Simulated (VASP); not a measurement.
# Hg (P6_3/mmc) in VASP: notebook, part 2 of 2

VASP 6.6.1. Earlier steps stand in the parts before.

### Step 5. Single point, PBE+D3(BJ)

This run uses another cell than the first one, of 23.32 Å³/atom.

Contents of INCAR:

```
ALGO = Fast
EDIFF = 1E-7
ENCUT = 520
GGA = PE
ISIF = 2
ISMEAR = 0
IVDW = 12
LASPH = True
LCHARG = False
LREAL = False
LWAVE = False
NBANDS = 19
NELM = 100
PREC = Accurate
SIGMA = 0.15
```

Contents of KPOINTS:

```
k-points
0
Gamma
  15 15 8
```

Contents of POSCAR:

```
Hg
1.0
    3.2405000000      0.0000000000      0.0000000000
   -1.6202500000      2.8063553210      0.0000000000
    0.0000000000      0.0000000000      5.1276000000
Hg
2
Direct
    0.6666666667      0.3333333333      0.7500000000
    0.3333333333      0.6666666667      0.2500000000
```

Potentials or basis: VASP PAW PBE potentials, release 64 (Hg).

Run with:

```bash
cat potpaw_PBE.64/Hg/POTCAR > POTCAR
mpirun -np 1 vasp_std > vasp.out
```

OUTCAR:

```text
EDIFF = 1E-7
   ENCUT = 520
   GGA = PE
   ISIF = 2
   ISMEAR = 0
   IVDW = 12
   LASPH = True
   LREAL = False
   NELM = 100
   PREC = Accurate
 IVDW          = 12

 ion  position               nearest neighbor table
   1  0.667  0.333  0.750-   2 3.17   2 3.17   2 3.17   2 3.17   2 3.17   2 3.17
   2  0.333  0.667  0.250-   1 3.17   1 3.17   1 3.17   1 3.17   1 3.17   1 3.17

  LATTYP: Found a hexagonal cell.
 ALAT       =     3.2405000000
 C/A-ratio  =     1.5823484030

  Lattice vectors:

 A1 = (   3.2405000000,   0.0000000000,   0.0000000000)
 A2 = (  -1.6202500000,   2.8063553210,   0.0000000000)
 A3 = (   0.0000000000,   0.0000000000,   5.1276000000)

Analysis of symmetry for initial positions (statically):
=====================================================================
 Subroutine PRICEL returns:
 Original cell was already a primitive cell.

 Routine SETGRP: Setting up the symmetry group for a
 hexagonal supercell.

 Subroutine GETGRP returns: Found 24 space group operations
 (whereof 12 operations were pure point group operations)
 out of a pool of 24 trial point group operations.

The static configuration has the point symmetry D_3d.
 The point group associated with its full space group is D_6h.

Analysis of symmetry for dynamics (positions and initial velocities):
=====================================================================
 Subroutine PRICEL returns:
 Original cell was already a primitive cell.

 Routine SETGRP: Setting up the symmetry group for a
 hexagonal supercell.

 Subroutine GETGRP returns: Found 24 space group operations
 (whereof 12 operations were pure point group operations)
 out of a pool of 24 trial point group operations.

The dynamic configuration has the point symmetry D_3d.
 The point group associated with its full space group is D_6h.

 Subroutine INISYM returns: Found 24 space group operations
 (whereof 12 operations are pure point group operations),
 and found     1 'primitive' translations

----------------------------------------------------------------------------------------

                                     Primitive cell

  volume of cell :      46.6304

  direct lattice vectors                    reciprocal lattice vectors
     3.240500000  0.000000000  0.000000000     0.308594353  0.178167033  0.000000000
    -1.620250000  2.806355321  0.000000000     0.000000000  0.356334065  0.000000000
     0.000000000  0.000000000  5.127600000     0.000000000  0.000000000  0.195023013

  length of vectors
     3.240500000  3.240500000  5.127600000     0.356334065  0.356334065  0.195023013

  position of ions in fractional coordinates (direct lattice)
     0.666666667  0.333333333  0.750000000
     0.333333333  0.666666667  0.250000000

  ion indices of the primitive-cell ions
   primitive index   ion index
                 1           1
                 2           2

----------------------------------------------------------------------------------------

 KPOINTS: k-points

Automatic generation of k-mesh.
 Grid dimensions read from file:
 generate k-points for:   15   15    8

 Generating k-lattice:

  Cartesian coordinates                     Fractional coordinates (reciprocal lattice)
     0.020572957  0.011877802  0.000000000     0.066666667 -0.000000000  0.000000000
     0.000000000  0.023755604  0.000000000     0.000000000  0.066666667  0.000000000
     0.000000000  0.000000000  0.024377877     0.000000000  0.000000000  0.125000000

  Length of vectors
     0.023755604  0.023755604  0.024377877

  Shift w.r.t. Gamma in fractional coordinates (k-lattice)
     0.000000000  0.000000000  0.000000000

 Subroutine IBZKPT returns following result:
 ===========================================

 Found    135 irreducible k-points:

 Following reciprocal coordinates:
            Coordinates               Weight
  0.000000  0.000000  0.000000      1.000000
  0.066667 -0.000000  0.000000      6.000000
  0.133333  0.000000  0.000000      6.000000
  0.200000 -0.000000  0.000000      6.000000
  0.266667  0.000000  0.000000      6.000000
  0.333333  0.000000  0.000000      6.000000
[... 16 lines left out ...]
  0.333333  0.200000  0.000000     12.000000
  0.400000  0.200000  0.000000      6.000000
 [... further k-points ...]
   k-points           NKPTS =    135   k-points in BZ     NKDIM =    135   number of bands    NBANDS=     19
   number of dos      NEDOS =    301   number of ions     NIONS =      2
   total plane-waves  NPLWV =  23040
   dimension x,y,z NGX =    24 NGY =   24 NGZ =   40
   dimension x,y,z NGXF=    48 NGYF=   48 NGZF=   80
   ions per type =               2
   NGX,Y,Z   is equivalent  to a cutoff of  12.31, 12.31, 12.97 a.u.
   NGXF,Y,Z  is equivalent  to a cutoff of  24.63, 24.63, 25.94 a.u.
 SYSTEM =  unknown system
   PREC   = accura    normal or accurate (medium, high low for compatibility)
   ISTART =      0    job   : 0-new  1-cont  2-samecut
   ICHARG =      2    charge: 1-file 2-atom 10-const
   ISPIN  =      1    spin polarized calculation?
   LNONCOLLINEAR =      F non collinear calculations
   LSORBIT =      F    spin-orbit coupling
   LASPH  =      T    aspherical Exc in radial PAW
   ENCUT  =  520.0 eV  38.22 Ry    6.18 a.u.   6.03  6.03  9.53*2*pi/ulx,y,z
   NELM   =    100;   NELMIN=  2; NELMDL= -5     # of ELM steps
   EDIFF  = 0.1E-06   stopping-criterion for ELM
   LREAL  =      F    real-space projection
   EDIFFG = 0.1E-05   stopping-criterion for IOM
   NSW    =      0    number of steps for IOM
   IBRION =     -1    ionic relax: 0-MD 1-quasi-New 2-CG
   NFREE  =      0    steps in history (QN), initial steepest desc. (CG)
   ISIF   =      2    stress and relaxation
   ISYM   =      2    0-nonsym 1-usesym 2-fastsym
   POTIM  = 0.5000    time-step for ionic-motion
   TEBEG  =    0.0;   TEEND  =   0.0 temperature during run
   PSTRESS=    0.0 pullay stress
   NELECT =      24.0000    total number of electrons
   NUPDOWN=      -1.0000    fix difference up-down
   EMIN   =  10.00;   EMAX   =-10.00  energy-range for DOS
   EFERMI =   0.00;   METHOD = LEGACY
   ISMEAR =     0;   SIGMA  =   0.15  broadening in eV -4-tet -1-fermi 0-gaus
   EFERMI_NEDOS =   21; number of points for ismear=-14 and -15
   IALGO  =     68    algorithm
   IMIX   =      4    mixing-type and parameters
     AMIX     =   0.40;   BMIX     =  1.00
     AMIX_MAG =   1.60;   BMIX_MAG =  1.00
  volume/ion in A,a.u.               =      23.32       157.34
  Fermi-wavevector in a.u.,A,eV,Ry     =   1.311965  2.479255 23.419063  1.721253
  Thomas-Fermi vector in A             =   2.442390
   LORBIT       =      0    0 simple, 1 ext, 2 COOP (PROOUT), +10 PAW based schemes
   GGA     = PE    functional components
   LHFCALC =     F    Hartree Fock is set to
   AEXX    =    0.0000 exact exchange contribution
   IVDW    =    12    specifies the selected vdW correction
   LEPSILON=     F    determine dielectric tensor
   LRPA    =     F    only Hartree local field effects (RPA)
 non-spin polarized calculation
 RMM-DIIS sequential band-by-band and
 Gauss-broadening in eV      SIGMA  =   0.15
  energy-cutoff  :      520.00
  volume of cell :       46.63
 maximum number of plane-waves:      1290
   NGX = 13   NGY = 13   NGZ = 19

 number of electron      23.9999997 magnetization

 Free energy of the ion-electron system (eV)
  ---------------------------------------------------
  ext. energy  EPLUGINS =         0.00000000
  ---------------------------------------------------
  free energy    TOTEN  =        -0.17101318 eV

  energy without entropy =       -0.16297707  energy(sigma->0) =       -0.16699512

 E-fermi :   2.6729     XC(G=0): -10.9309

 val. band max:        2.6719464627   @ k =   0.2667   0.2667   0.1250
 cond. band min:       2.7088032762   @ k =   0.3333   0.0000   0.0000
 fundamental gap:      0.0368568135
 Fermi energy:         2.6729038012

 k-point     1 :       0.0000    0.0000    0.0000
  band No.  band energies     occupation
      1      -6.3062      2.00000
      2      -5.1907      2.00000
      3      -4.1342      2.00000
      4      -4.1342      2.00000
      5      -4.1263      2.00000
      6      -3.9793      2.00000
[... 11 lines left out ...]
     18      17.6201      0.00000
     19      17.6215      0.00000
[... 485 lines left out ...]
 k-point    24 :       0.4000    0.2000    0.0000
  band No.  band energies     occupation
      1      -4.8580      2.00000
      2      -4.7574      2.00000
      3      -4.6207      2.00000
      4      -4.2337      2.00000
      5      -3.9603      2.00000
      6      -3.8509      2.00000
[... 11 lines left out ...]
     18      11.5846      0.00000
     19      13.4399      0.00000

 [... further k-points ...]

------------------------ aborting loop because EDIFF is reached ----------------------------------------

 Edisp (eV)   -0.89778

 E8    (eV) :    -0.4063

  FORCE on cell =-STRESS in cart. coord.  units (eV):
  Direction    XX          YY          ZZ          XY          YZ          ZX
  --------------------------------------------------------------------------------------
  -------------------------------------------------------------------------------------
  Total       0.78417     0.78417     0.83005     0.00000     0.00000     0.00000
  in kB      26.94347    26.94347    28.51988     0.00000     0.00000     0.00000
  external pressure =       27.47 kB  Pullay stress =        0.00 kB

 VOLUME and BASIS-vectors are now :
 -----------------------------------------------------------------------------
  energy-cutoff  :      520.00
  volume of cell :       46.63
      direct lattice vectors                 reciprocal lattice vectors
     3.240500000  0.000000000  0.000000000     0.308594353  0.178167033  0.000000000
    -1.620250000  2.806355321  0.000000000     0.000000000  0.356334065  0.000000000
     0.000000000  0.000000000  5.127600000     0.000000000  0.000000000  0.195023013

 POSITION                                       TOTAL-FORCE (eV/Angst)
 -----------------------------------------------------------------------------------
      1.62025      0.93545      3.84570        -0.000000     -0.000000      0.000000
     -0.00000      1.87090      1.28190         0.000000      0.000000     -0.000000
 -----------------------------------------------------------------------------------
    total drift:                               -0.000000      0.000000     -0.000000

  FREE ENERGIE OF THE ION-ELECTRON SYSTEM (eV)
  ---------------------------------------------------
  free  energy   TOTEN  =        -1.0687952193 eV

  energy  without entropy=       -1.0607591081  energy(sigma->0) =       -1.06477716
```

OSZICAR:

```text
N       E                     dE             d eps       ncg     rms          rms(c)
DAV:   1     0.184227101444E+03    0.18423E+03   -0.12598E+04  5130   0.123E+03
DAV:   2     0.409137912763E+01   -0.18014E+03   -0.17182E+03  5337   0.322E+02
DAV:   3    -0.226803643377E+00   -0.43182E+01   -0.43029E+01  5764   0.546E+01
DAV:   4    -0.233733723467E+00   -0.69301E-02   -0.69292E-02  5650   0.215E+00
DAV:   5    -0.233743343578E+00   -0.96201E-05   -0.96204E-05  5692   0.777E-02    0.545E+00
RMM:   6    -0.175416051517E+00    0.58327E-01   -0.12373E-01  5166   0.298E+00    0.401E+00
RMM:   7    -0.171542174850E+00    0.38739E-02   -0.29909E-02  5287   0.125E+00    0.115E+00
RMM:   8    -0.170956483538E+00    0.58569E-03   -0.46522E-03  5385   0.779E-01    0.864E-02
RMM:   9    -0.170995443622E+00   -0.38960E-04   -0.12982E-04  5589   0.109E-01    0.628E-02
RMM:  10    -0.171013401427E+00   -0.17958E-04   -0.37625E-05  5614   0.736E-02    0.801E-03
RMM:  11    -0.171013004397E+00    0.39703E-06   -0.30007E-06  5676   0.156E-02    0.184E-03
RMM:  12    -0.171013214699E+00   -0.21030E-06   -0.43353E-07  5279   0.715E-03    0.105E-03
RMM:  13    -0.171013179937E+00    0.34761E-07   -0.33735E-08  3668   0.162E-03
   1 F= -.10687952E+01 E0= -.10647772E+01  d E =-.803611E-02
```

stdout:

```text
POSCAR found type information on POSCAR Hg
 POSCAR found :  1 types and       2 ions
 scaLAPACK will be used
 LDA part: xc-table for (Slater+PW92), standard interpolation
 POSCAR, INCAR and KPOINTS ok, starting setup
 FFT: planning ... GRIDC
 FFT: planning ... GRID_SOFT
 FFT: planning ... GRID
 WAVECAR not read
 entering main loop
```

Run time: 30 s. Hardware: 1 thread of Intel Xeon 6975P-C (Granite Rapids), shared host; peak memory 0.24 GiB.

Results:

```
Free energy                : -1.0688 eV
Pressure                   : 2.7 GPa
Band gap on the k mesh     : zero (bands 12 and 13 overlap by 1.36 eV)
Dispersion energy per atom : -0.449 eV
```

Levels at points of the mesh, in eV from the Fermi level:
| k point | band 10 | band 11 | band 12 | band 13 | band 14 | band 15 |
| --- | --- | --- | --- | --- | --- | --- |
| (0.00, 0.00, 0.00) | -5.76 | -5.76 | -1.32 | -1.06 | 12.41 | 12.41 |
| (0.00, 0.00, 0.50) | -5.98 | -5.98 | -5.98 | 7.42 | 7.42 | 13.28 |

Caveat: spin-orbit coupling is left out, which moves the levels of the heavy elements.

### Step 6. Overview

| cell | further INCAR settings | gap on the mesh (eV) | pressure (GPa) |
| --- | --- | --- | --- |
| a = 3.185, b = 3.185, c = 5.762 Å, angles 90.0, 90.0, 120.0°, 2 atoms | ALGO = Fast; EDIFF = 1e-06; NBANDS = 19 | none | 0.3 |
| a = 3.408, b = 3.408, c = 4.969 Å, angles 90.0, 90.0, 120.0°, 2 atoms | ALGO = Fast; EDIFF = 1e-06; NBANDS = 19 | none | 0.7 |
| a = 3.408, b = 3.408, c = 5.762 Å, angles 90.0, 90.0, 120.0°, 2 atoms | ALGO = Fast; EDIFF = 1e-06; NBANDS = 19 | none | -1.2 |
| a = 3.240, b = 3.241, c = 5.128 Å, angles 90.0, 90.0, 120.0°, 2 atoms | ALGO = Fast; EDIFF = 1e-07; NBANDS = 19 | none | 2.7 |

Alike in all rows: task single point; level PBE+D3(BJ); potentials or basis VASP PAW PBE potentials, release 64 (Hg); no spin polarisation; k mesh 15 × 15 × 8; cutoff (eV) 520; smearing gaussian 0.15 eV.

Caveats: spin-orbit coupling is left out, which moves the levels of the heavy elements.

Absolute energies hang on the potentials; compare differences alone.
